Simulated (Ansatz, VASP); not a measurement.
**P in VASP and in Ansatz**

The input POSCAR:

```
P
1.0
    4.5342423073      0.0000000000      0.0000000000
   -2.2671211537      3.9267690250      0.0000000000
    0.0000000000      0.0000000000      2.5320426406
P
3
Direct
    0.0000000000      1.0000000000      0.0000000000
    0.3333333333      0.6666666667      0.5000000000
    0.6666666667      0.3333333333      0.5000000000
```

INCAR.step1

```
ALGO = Normal ; EDIFF = 1E-5
ENCUT = 550 ; GGA = PE
GGA_COMPAT = F ; ISMEAR = -1
LASPH = T ; LCHARG = F
LREAL = F ; LWAVE = T
NBANDS = 14 ; NELM = 120
PREC = Accurate ; SIGMA = 0.1
```

File INCAR.step2:

```
ALGO = Normal ; EDIFF = 1E-6
ENCUT = 550 ; GGA_COMPAT = F
ISIF = 2 ; ISMEAR = -1
ISTART = 1 ; LASPH = T
LCHARG = T ; LELF = T
LMIXTAU = T ; LREAL = F
LVHAR = T ; LWAVE = F
METAGGA = R2SCAN ; NBANDS = 14
NELM = 120 ; PREC = Accurate
SIGMA = 0.1
```

The input KPOINTS:

```
k-points
0
Gamma
  9 9 14
```

Input for Ansatz:

```yaml
crystal:
  lattice:
    - [4.5342423073, 0.0, 0.0]
    - [-2.2671211537, 3.926769025, 0.0]
    - [0.0, 0.0, 2.5320426406]
  atoms:
    - { symbol: P, position: [0.0, 1.0, 0.0] }
    - { symbol: P, position: [0.3333333333, 0.6666666667, 0.5] }
    - { symbol: P, position: [0.6666666667, 0.3333333333, 0.5] }
hamiltonian:
  xc: r2scan
  pseudopotentials:
    kind: paw
    azcp:
      P: "pseudopotentials/P.paw.azcp"
basis:
  ecutwfc: 500
  fft_grid_basis: typed
kpoints:
  mp_grid: { grid: [9, 9, 14], shift: [0, 0, 0] }
magnetization:
  spin_polarized: false
scf:
  occupations: { method: fermi_dirac, width: 0.1 }
  lower_state_search: "off"
output:
  stress: true
```

Alike in both runs: task single point; functional r2SCAN; k mesh 9 × 9 × 14; occupations fermi-dirac, width 0.1 eV; no spin polarisation.

```csv
,VASP,Ansatz
version,VASP 6.6.1,Ansatz 0.2.0
potentials or method,"VASP PAW PBE potentials, release 64 (P), cutoff 550 eV","plane waves (500 eV) with PAW, scalar-relativistic"
valence electrons in the cell,15,15
```

VASP gave:

* pressure (GPa): -3.6
* traceless stress, the component that is largest in VASP (GPa): -2.83

Task: Which values does Ansatz return?

Result: Pressure (GPa): -3.5; traceless stress, the component that is largest in VASP (GPa): -2.79.

VASP's potentials were made for PBE, not for r2SCAN.
